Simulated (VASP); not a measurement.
# Sn (P6_3/mmc) in VASP: a series of runs, part 2 of 2

VASP 6.6.1. The steps go on from the part before.

## (4) Single point, PBEsol

This run uses another cell than the first one, of 26.26 Å³/atom.

INCAR

```
PREC = Accurate
ENCUT = 520
EDIFF = 1E-6
ISMEAR = 0
SIGMA = 0.1
LREAL = F
LASPH = T
NELM = 100
ALGO = Normal
ISIF = 2
LWAVE = F
LCHARG = T
GGA = PS
LELF = T
LVHAR = T
NBANDS = 21
```

KPOINTS

```
Automatic mesh
0
Gamma
  12 12 8
```

POSCAR

```
Sn
1.0
    3.3290378631      0.0000000000      0.0000000000
   -1.6645189316      2.8830313596      0.0000000000
    0.0000000000      0.0000000000      5.4719051313
Sn
2
Direct
    0.3333333333      0.6666666667      0.2500000000
    0.6666666667      0.3333333333      0.7500000000
```

Potentials or basis: VASP PAW PBE potentials, release 64 (Sn_d).

Launch:

```bash
cat potpaw_PBE.64/Sn_d/POTCAR > POTCAR
mpirun -np 1 vasp_std > vasp.out
```

OUTCAR:

```text
PREC = Accurate
   ENCUT = 520
   EDIFF = 1E-6
   ISMEAR = 0
   LREAL = F
   LASPH = T
   NELM = 100
   ISIF = 2
   GGA = PS

 ion  position               nearest neighbor table
   1  0.333  0.667  0.250-   2 3.34   2 3.34   2 3.34   2 3.34   2 3.34   2 3.34
   2  0.667  0.333  0.750-   1 3.34   1 3.34   1 3.34   1 3.34   1 3.34   1 3.34

  LATTYP: Found a hexagonal cell.
 ALAT       =     3.3290378631
 C/A-ratio  =     1.6436896654

  Lattice vectors:

 A1 = (   3.3290378631,   0.0000000000,   0.0000000000)
 A2 = (  -1.6645189316,   2.8830313596,   0.0000000000)
 A3 = (   0.0000000000,   0.0000000000,   5.4719051313)

Analysis of symmetry for initial positions (statically):
=====================================================================
 Subroutine PRICEL returns:
 Original cell was already a primitive cell.

 Routine SETGRP: Setting up the symmetry group for a
 hexagonal supercell.

 Subroutine GETGRP returns: Found 24 space group operations
 (whereof 12 operations were pure point group operations)
 out of a pool of 24 trial point group operations.
[... 154 lines left out ...]
   NGX = 13   NGY = 13   NGZ = 21

 number of electron      27.9999989 magnetization

 Free energy of the ion-electron system (eV)
  ---------------------------------------------------
  ext. energy  EPLUGINS =         0.00000000
  ---------------------------------------------------
  free energy    TOTEN  =        -8.47836517 eV

  energy without entropy =       -8.47342411  energy(sigma->0) =       -8.47589464

 E-fermi :   8.2504     XC(G=0): -10.6672

 val. band max:        8.2306319471   @ k =   0.1667   0.1667   0.1250
 cond. band min:       8.2611934652   @ k =   0.2500   0.2500   0.2500
 fundamental gap:      0.0305615181
 Fermi energy:         8.2504427331

 k-point     1 :       0.0000    0.0000    0.0000
  band No.  band energies     occupation
      1     -13.0755      2.00000
      2     -13.0754      2.00000
      3     -13.0680      2.00000
      4     -13.0680      2.00000
      5     -13.0560      2.00000
      6     -13.0560      2.00000
[... 565 lines left out ...]
     20      17.1684      0.00000
     21      18.6892      0.00000

 [... further k-points ...]
[... 5 lines left out ...]
  --------------------------------------------------------------------------------------
  -------------------------------------------------------------------------------------
  Total       -0.0103579     -0.0103579      0.0046578      0.0000000      0.0000000      0.0000000
  in kB       -0.3159916     -0.3159916      0.1420981      0.0000000      0.0000000      0.0000000
  external PRESSURE =      -0.1632950 kB  Pullay stress =       0.0000000 kB

 VOLUME and BASIS-vectors are now :
 -----------------------------------------------------------------------------
  energy-cutoff  :      520.00
  volume of cell :       52.52
      direct lattice vectors                 reciprocal lattice vectors
     3.329037863  0.000000000  0.000000000     0.300387091  0.173428568  0.000000000
    -1.664518932  2.883031360  0.000000000     0.000000000  0.346857136  0.000000000
     0.000000000  0.000000000  5.471905131     0.000000000  0.000000000  0.182751706

 POSITION                                       TOTAL-FORCE (eV/Angst)
 -----------------------------------------------------------------------------------
     -0.00000      1.92202      1.36798        -0.000000     -0.000000      0.000000
      1.66452      0.96101      4.10393         0.000000      0.000000     -0.000000
 -----------------------------------------------------------------------------------
    total drift:                                0.000000     -0.000000      0.000000

  FREE ENERGIE OF THE ION-ELECTRON SYSTEM (eV)
  ---------------------------------------------------
  free  energy   TOTEN  =        -8.4783651741 eV

  energy  without entropy=       -8.4734241077  energy(sigma->0) =       -8.47589464
```

OSZICAR:

```text
N       E                     dE             d eps       ncg     rms          rms(c)
DAV:   1     0.219331818595E+03    0.21933E+03   -0.14755E+04  4058   0.213E+03
DAV:   2     0.138153727218E+02   -0.20552E+03   -0.20116E+03  4000   0.450E+02
DAV:   3    -0.786581195829E+01   -0.21681E+02   -0.21411E+02  4607   0.132E+02
DAV:   4    -0.849995951763E+01   -0.63415E+00   -0.63382E+00  4566   0.251E+01
DAV:   5    -0.852232147776E+01   -0.22362E-01   -0.22361E-01  5390   0.462E+00    0.202E+00
DAV:   6    -0.848918959067E+01    0.33132E-01   -0.47261E-02  5464   0.298E+00    0.107E+00
DAV:   7    -0.847896424666E+01    0.10225E-01   -0.23381E-02  5452   0.204E+00    0.157E-01
DAV:   8    -0.847836046296E+01    0.60378E-03   -0.15954E-03  5158   0.567E-01    0.204E-02
DAV:   9    -0.847836491849E+01   -0.44555E-05   -0.41016E-05  5533   0.507E-02    0.130E-02
DAV:  10    -0.847836517413E+01   -0.25564E-06   -0.23771E-06  3828   0.150E-02
   1 F= -.84783652E+01 E0= -.84758946E+01  d E =-.494107E-02
```

stdout:

```text
POSCAR found type information on POSCAR Sn
 POSCAR found :  1 types and       2 ions
 scaLAPACK will be used
 -----------------------------------------------------------------------------
|                                                                             |
|                                                                             |
|     You enforced a specific xc type in the INCAR file but a different       |
|     I HOPE YOU KNOW WHAT YOU ARE DOING!                                     |
|                                                                             |
 -----------------------------------------------------------------------------

 LDA part: xc-table for (Slater+PW92), standard interpolation
 POSCAR, INCAR and KPOINTS ok, starting setup
 FFT: planning ... GRIDC
 FFT: planning ... GRID_SOFT
 FFT: planning ... GRID
 WAVECAR not read
 entering main loop
```

Wall time 1.8 min (1 thread of AMD EPYC 7R13, shared host); peak memory 0.2 GiB.

What came out:

```
Free energy            : -8.4784 eV
Pressure               : 0.0 GPa
Band gap on the k mesh : zero (bands 14 and 15 overlap by 8.66 eV)
```

Caveat: the PAW data sets were made with another functional, which shifts forces and pressure a little; spin-orbit coupling is left out, which moves the levels of the heavy elements.

## (5) Relaxation of cell and atoms, PBEsol

INCAR

```
PREC = Accurate
ENCUT = 600
EDIFF = 1E-6
ISMEAR = 0
SIGMA = 0.1
LREAL = F
LASPH = T
NELM = 80
ALGO = Fast
ISIF = 3
LWAVE = F
LCHARG = F
GGA = PS
IBRION = 2
NSW = 80
EDIFFG = -0.05
```

KPOINTS

```
regular mesh
0
Gamma
  12 12 4
```

POSCAR

```
Sn
1.0
    2.8743192949      0.0000000000      0.0000000000
   -1.4371596474      2.4892335280      0.0000000000
    0.0000000000      0.0000000000      5.4771277438
Sn
2
Direct
    0.3333333333      0.6666666667      0.2500000000
    0.6666666667      0.3333333333      0.7500000000
```

Launch:

```bash
cat potpaw_PBE.64/Sn_d/POTCAR > POTCAR
mpirun -np 1 vasp_std > vasp.out
```

Wall time 10 min (1 thread of AMD EPYC 7R13, shared host); peak memory 0.17 GiB.

Results (log left out):

```yaml
Free_energy: -8.5010 eV
Relaxed_volume: 26.07 Å³/atom
Relaxed_cell: a = 3.357 Å, b = 3.357 Å, c = 5.343 Å, α = 90.00°, β = 90.00°, γ = 120.00°
Space_group_after_relaxing_to_0.1_Å: P6_3/mmc (No. 194)
Energy_gained_by_relaxing: 682.5 meV/atom
Ionic_steps: 10
Pressure_after_relaxing: 0.0 GPa
Band_gap_on_the_k_mesh: zero (bands 14 and 15 overlap by 7.69 eV)
```

Stress tensor (GPa, compression positive):
```
-0.03  0.00  0.00
 0.00 -0.03  0.00
 0.00  0.00  0.18
```

Step by step:
```tsv
step	energy change (eV)	largest force (eV/Å)	pressure (GPa)	volume (Å³)
1	0.0000	0.0000	37.04	39.19
2	-0.6863	0.0000	-8.20	70.65
3	-1.2583	0.0000	-0.89	53.51
4	-1.2586	0.0000	-0.55	53.19
5	-1.3034	0.0000	-0.38	52.68
6	-1.3463	0.0000	1.70	50.86
7	-1.3565	0.0000	0.41	51.77
8	-1.3627	0.0000	0.89	51.43
9	-1.3636	0.0000	-0.52	52.70
10	-1.3650	0.0000	0.04	52.14
```

Final structure:
```
CELL_PARAMETERS angstrom
3.35696 0.00000 0.00000
-1.67848 2.90722 0.00000
0.00000 0.00000 5.34257
ATOMIC_POSITIONS crystal
Sn 0.33333 0.66667 0.25000
Sn 0.66667 0.33333 0.75000
```

Levels at points of the mesh, in eV from the Fermi level:
```
           k point  band 12  band 13  band 14  band 15  band 16  band 17
(0.00, 0.00, 0.00)    -6.67    -4.86     5.55     5.55     7.47     7.47
(0.50, 0.00, 0.00)    -6.26    -2.26    -1.39    -0.96     1.16     1.81
(0.00, 0.00, 0.50)   -10.14     1.33     1.33     6.56     6.56     6.56
(0.50, 0.00, 0.50)    -6.24    -4.34    -4.34     3.30     3.30     4.06
```

Caveat: the volume moved by over 15 % at a fixed basis, so the end points are rough; the PAW data sets were made with another functional, which shifts forces and pressure a little; spin-orbit coupling is left out, which moves the levels of the heavy elements. Zero-point motion and thermal expansion aren't in these numbers.

## (6) Overview

| task | cell | k mesh | cutoff (eV) | gap on the mesh (eV) | pressure (GPa) |
| --- | --- | --- | --- | --- | --- |
| single point | a = 2.874, b = 2.874, c = 5.477 Å, angles 90.0, 90.0, 120.0°, 2 atoms | 6 × 6 × 4 | 520 | none | 37.8 |
| single point | a = 3.353, b = 3.353, c = 5.349 Å, angles 90.0, 90.0, 120.0°, 2 atoms | 12 × 12 × 4 | 520 | none | 0.1 |
| single point | a = 3.329, b = 3.329, c = 5.472 Å, angles 90.0, 90.0, 120.0°, 2 atoms | 12 × 12 × 8 | 520 | none | 0.0 |
| relaxation of cell and atoms | relaxed from a = 2.874, b = 2.874, c = 5.477 Å, angles 90.0, 90.0, 120.0°, 2 atoms | 12 × 12 × 4 | 600 | none | 0.0 |

Alike in all rows: level PBEsol; potentials or basis VASP PAW PBE potentials, release 64 (Sn_d); no spin polarisation; smearing gaussian 0.1 eV.

Caveats: some runs use coarse meshes; the PAW data sets were made with another functional, which shifts forces and pressure a little; spin-orbit coupling is left out, which moves the levels of the heavy elements; the volume moved by over 15 % at a fixed basis, so the end points are rough (at least some runs).

Total energies depend on the potentials used, so only differences within one code and one set of settings carry meaning.

The gap in the log of VASP goes by the Fermi energy; the results here count the filled bands.